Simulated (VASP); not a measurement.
Runs of VASP 6.6.1 on Pb. The structure is that of space group Fd-3m (No. 227), or close to it. The cells are those of the table. 

```csv
task,cell,gap on the mesh (eV),pressure (GPa)
single point,"a = 4.798 Å, angles 60.0°, 2 atoms",none,(a)
electric field gradients,"a = 4.781 Å, angles 60.0°, 2 atoms",none,1.1
single point,"a = 4.904 Å, angles 60.0°, 2 atoms",none,-1.5
single point,"a = 4.847 Å, angles 60.0°, 2 atoms",none,-0.4
single point,"a = 4.791, b = 4.791, c = 4.718 Å, angles 60.5, 60.5, 59.0°, 2 atoms",none,1.4
electric field gradients,"a = 4.798 Å, angles 60.0°, 2 atoms",none,0.7
single point,"a = 4.764 Å, angles 60.0°, 2 atoms",none,1.4
electric field gradients,"a = 4.847 Å, angles 60.0°, 2 atoms",none,-0.4
```

Alike in all rows: level LDA; potentials or basis VASP PAW LDA potentials, release 64 (Pb_d); no spin polarisation; k mesh 8 × 8 × 8; cutoff (eV) 520; smearing fermi-dirac 0.05 eV.

Problem. Fill in the values left out.

Solution. (a) 0.6.

Caveats: spin-orbit coupling is left out, which moves the levels of the heavy elements.

A k mesh can miss the band edges, and the runs leave out spin-orbit coupling on Pb.

A gap of «none» marks levels without a gap at the run's occupations.
